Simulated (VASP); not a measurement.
Ti3Se:

```xyz
4
Lattice="3.1974 0.0000 0.0000 -1.5987 2.7691 0.0000 0.0000 0.0000 7.9427" Properties=species:S:1:pos:R:3 pbc="T T T"
Se    0.0000    0.0000    0.0000
Ti    1.5987    0.9230    3.9714
Ti    0.0000    1.8460    6.1390
Ti    0.0000    1.8460    1.8038
```

Program: VASP 6.6.1. Alike in all runs: task single point; potentials or basis VASP PAW PBE potentials, release 64 (Se, Ti_sv); cell as given; cutoff (eV) 520; smearing fermi-dirac 0.05 eV.

Problem. Order these runs on this cell by their pressure, lowest first.
A. level PBEsol+U; spin off; U Ti d U = 6.0 eV; k mesh 10 × 10 × 4
B. level PBEsol; spin non-collinear, zero start, SOC; k mesh 8 × 8 × 3
C. level PBE+U; spin off; U Ti d U = 1.0 eV; k mesh 10 × 10 × 4
D. level PBE+U; spin off; U Ti d U = 2.0 eV; k mesh 10 × 10 × 4
E. level PBE+U; spin off; U Ti d U = 6.0 eV; k mesh 10 × 10 × 4

Solution. B (-4.3 GPa), C (1.7 GPa), D (3.3 GPa), A (5.5 GPa), E (9.9 GPa).

Caveats: U without spin polarisation on a metal has little footing (at least some runs); the cell stands under pressure (at least some runs); the PAW data sets were made with another functional, which shifts forces and pressure a little (at least some runs); the cell stands under tension (at least some runs).
